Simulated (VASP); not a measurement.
# Pd (Fm-3m) in VASP: relaxation of cell and atoms with LDA

Aim: the relaxation of cell and atoms of Pd with LDA.

All numbers are computed with VASP 6.6.1; they aren't measurements. Logs are shortened: lines on timing, memory, paths and dates and some standing lists are left out, and cuts for length are marked.

## Step 1: The cell of the first run

It takes space group Fm-3m (No. 225, cubic). The conventional cell has a = 3.845 Å, b = 3.845 Å, c = 3.845 Å, α = 90.00°, β = 90.00°, γ = 90.00°. Pd (site symmetry m-3m) has 12 Pd at 2.72 Å within 3.6 Å.

## Step 2: Relaxation of cell and atoms, LDA

The input, INCAR:

```
PREC = Accurate
ENCUT = 600
EDIFF = 1E-7
ISMEAR = 0
SIGMA = 0.1
LREAL = False
LASPH = True
NELM = 60
ALGO = Normal
ISIF = 3
LWAVE = False
LCHARG = False
IBRION = 2
NSW = 100
EDIFFG = -0.002
```

The input, KPOINTS:

```
Automatic mesh
0
Gamma
  16 16 16
```

The input, POSCAR:

```
Pd
1.0
    0.0000000000      1.9225837213      1.9225837213
    1.9225837213      0.0000000000      1.9225837213
    1.9225837213      1.9225837213      0.0000000000
Pd
1
Direct
    0.0000000000      0.0000000000      0.0000000000
```

Potentials or basis: VASP PAW LDA potentials, release 64 (Pd).

On the command line:

```bash
> cat potpaw_LDA.64/Pd/POTCAR > POTCAR
> mpirun -np 1 vasp_std > vasp.out
```

OUTCAR:

```text
PREC = Accurate
   ENCUT = 600
   EDIFF = 1E-7
   ISMEAR = 0
   LREAL = False
   LASPH = True
   NELM = 60
   ISIF = 3
   IBRION = 2
   NSW = 100
   EDIFFG = -0.002

 ion  position               nearest neighbor table
   1  0.000  0.000  0.000-

  LATTYP: Found a face centered cubic cell.
 ALAT       =     3.8451674426

  Lattice vectors:

 A1 = (   0.0000000000,   1.9225837213,   1.9225837213)
 A2 = (   1.9225837213,   0.0000000000,   1.9225837213)
 A3 = (   1.9225837213,   1.9225837213,   0.0000000000)

Analysis of symmetry for initial positions (statically):
=====================================================================
 Subroutine PRICEL returns:
 Original cell was already a primitive cell.

 Routine SETGRP: Setting up the symmetry group for a
 face centered cubic supercell.

 Subroutine GETGRP returns: Found 48 space group operations
 (whereof 48 operations were pure point group operations)
 out of a pool of 48 trial point group operations.

The static configuration has the point symmetry O_h .

Analysis of symmetry for dynamics (positions and initial velocities):
=====================================================================
 Subroutine PRICEL returns:
 Original cell was already a primitive cell.

 Routine SETGRP: Setting up the symmetry group for a
 face centered cubic supercell.

 Subroutine GETGRP returns: Found 48 space group operations
 (whereof 48 operations were pure point group operations)
 out of a pool of 48 trial point group operations.

The dynamic configuration has the point symmetry O_h .

 Subroutine INISYM returns: Found 48 space group operations
 (whereof 48 operations are pure point group operations),
 and found     1 'primitive' translations

----------------------------------------------------------------------------------------

                                     Primitive cell

  volume of cell :      14.2130

  direct lattice vectors                    reciprocal lattice vectors
     0.000000000  1.922583721  1.922583721    -0.260066698  0.260066698  0.260066698
     1.922583721  0.000000000  1.922583721     0.260066698 -0.260066698  0.260066698
     1.922583721  1.922583721  0.000000000     0.260066698  0.260066698 -0.260066698

  length of vectors
     2.718943973  2.718943973  2.718943973     0.450448734  0.450448734  0.450448734

  position of ions in fractional coordinates (direct lattice)
     0.000000000  0.000000000  0.000000000

  ion indices of the primitive-cell ions
[... 92 lines left out ...]
   IMIX   =      4    mixing-type and parameters
     AMIX     =   0.40;   BMIX     =  1.00
     AMIX_MAG =   1.60;   BMIX_MAG =  1.00
  volume/ion in A,a.u.               =      14.21        95.91
  Fermi-wavevector in a.u.,A,eV,Ry     =   1.456061  2.751556 28.845897  2.120114
  Thomas-Fermi vector in A             =   2.573023
   LORBIT       =      0    0 simple, 1 ext, 2 COOP (PROOUT), +10 PAW based schemes
   GGA     = CA    functional components
   LHFCALC =     F    Hartree Fock is set to
   AEXX    =    0.0000 exact exchange contribution
   IVDW    =     0    specifies the selected vdW correction
   LEPSILON=     F    determine dielectric tensor
   LRPA    =     F    only Hartree local field effects (RPA)
 conjugate gradient relaxation of ions
 non-spin polarized calculation
 Gauss-broadening in eV      SIGMA  =   0.10
  energy-cutoff  :      600.00
  volume of cell :       14.21
 maximum number of plane-waves:       495
 NGX is ok and might be reduce to    24
   NGX = 11   NGY = 11   NGZ = 11

--------------------------------------- Ionic step        1  -------------------------------------------

 number of electron      10.0000002 magnetization

 Free energy of the ion-electron system (eV)
  ---------------------------------------------------
  ext. energy  EPLUGINS =         0.00000000
  ---------------------------------------------------
  free energy    TOTEN  =        -6.49869492 eV

  energy without entropy =       -6.48789964  energy(sigma->0) =       -6.49329728

------------------------ aborting loop because EDIFF is reached ----------------------------------------

  FORCE on cell =-STRESS in cart. coord.  units (eV):
  Direction    XX          YY          ZZ          XY          YZ          ZX
  --------------------------------------------------------------------------------------
  -------------------------------------------------------------------------------------
  Total       -0.0560403     -0.0560403     -0.0560403      0.0000000      0.0000000      0.0000000
  in kB       -6.3172125     -6.3172125     -6.3172125      0.0000000      0.0000000      0.0000000
  external PRESSURE =      -6.3172125 kB  Pullay stress =       0.0000000 kB
[... 57 lines left out ...]
--------------------------------------- Ionic step        3  -------------------------------------------

 number of electron      10.0000002 magnetization

 Free energy of the ion-electron system (eV)
  ---------------------------------------------------
  ext. energy  EPLUGINS =         0.00000000
  ---------------------------------------------------
  free energy    TOTEN  =        -6.49877284 eV

  energy without entropy =       -6.48802124  energy(sigma->0) =       -6.49339704

 E-fermi :  10.3236     XC(G=0): -13.7606

 val. band max:       10.3231763079   @ k =   0.5000   0.3750   0.0625
 cond. band min:      10.3274787677   @ k =  -0.3750   0.3750   0.1250
 fundamental gap:      0.0043024598
 Fermi energy:        10.3235873313

 k-point     1 :       0.0000    0.0000    0.0000
  band No.  band energies     occupation
      1       2.7390      2.00000
      2       7.2417      2.00000
      3       7.2417      2.00000
      4       7.2417      2.00000
      5       8.9979      2.00000
      6       8.9979      2.00000
      7      27.4287      0.00000
      8      32.3776      0.00000
      9      32.3776      0.00000
[... 265 lines left out ...]
 k-point    24 :      -0.0625    0.0625    0.0000
  band No.  band energies     occupation
      1       3.1255      2.00000
      2       7.0818      2.00000
      3       7.3672      2.00000
      4       7.4079      2.00000
      5       8.8501      2.00000
      6       9.0228      2.00000
      7      27.8537      0.00000
      8      30.5874      0.00000
      9      32.2196      0.00000

 [... further k-points ...]

------------------------ aborting loop because EDIFF is reached ----------------------------------------

  FORCE on cell =-STRESS in cart. coord.  units (eV):
  Direction    XX          YY          ZZ          XY          YZ          ZX
  --------------------------------------------------------------------------------------
  -------------------------------------------------------------------------------------
  Total       -0.0001764     -0.0001764     -0.0001764      0.0000000      0.0000000     -0.0000000
  in kB       -0.0199358     -0.0199358     -0.0199358      0.0000000      0.0000000     -0.0000000
  external PRESSURE =      -0.0199358 kB  Pullay stress =       0.0000000 kB
[... 16 lines left out ...]
  FREE ENERGIE OF THE ION-ELECTRON SYSTEM (eV)
  ---------------------------------------------------
  free  energy   TOTEN  =        -6.4987728392 eV

  energy  without entropy=       -6.4880212448  energy(sigma->0) =       -6.49339704

 reached required accuracy - stopping structural energy minimisation
```

CONTCAR:

```text
Pd
   1.00000000000000
     0.0000000000000000    1.9207993524453191    1.9207993524453191
     1.9207993524453191    0.0000000000000000    1.9207993524453191
     1.9207993524453191    1.9207993524453191    0.0000000000000000
  Pd
     1
Direct
     0.0000000000000000    0.0000000000000000    0.0000000000000000

  0.00000000E+00  0.00000000E+00  0.00000000E+00
```

It took 74 s on 1 thread of AMD EPYC 7R13, shared host; peak memory 0.12 GiB.

What came out:

```
Free energy                           : -6.4988 eV
Relaxed volume                        : 14.17 Å³/atom
Relaxed cell                          : a = 2.716 Å, b = 2.716 Å, c = 2.716 Å, α = 60.00°, β = 60.00°, γ = 60.00°
Space group after relaxing (to 0.1 Å) : Fm-3m (No. 225)
Energy gained by relaxing             : 0.1 meV/atom
Ionic steps                           : 3
Pressure after relaxing               : 0.0 GPa
Band gap on the k mesh                : zero (bands 5 and 6 overlap by 1.70 eV)
```

Final structure:
```
CELL_PARAMETERS angstrom
0.00000 1.92080 1.92080
1.92080 0.00000 1.92080
1.92080 1.92080 0.00000
ATOMIC_POSITIONS crystal
Pd 0.00000 0.00000 0.00000
```
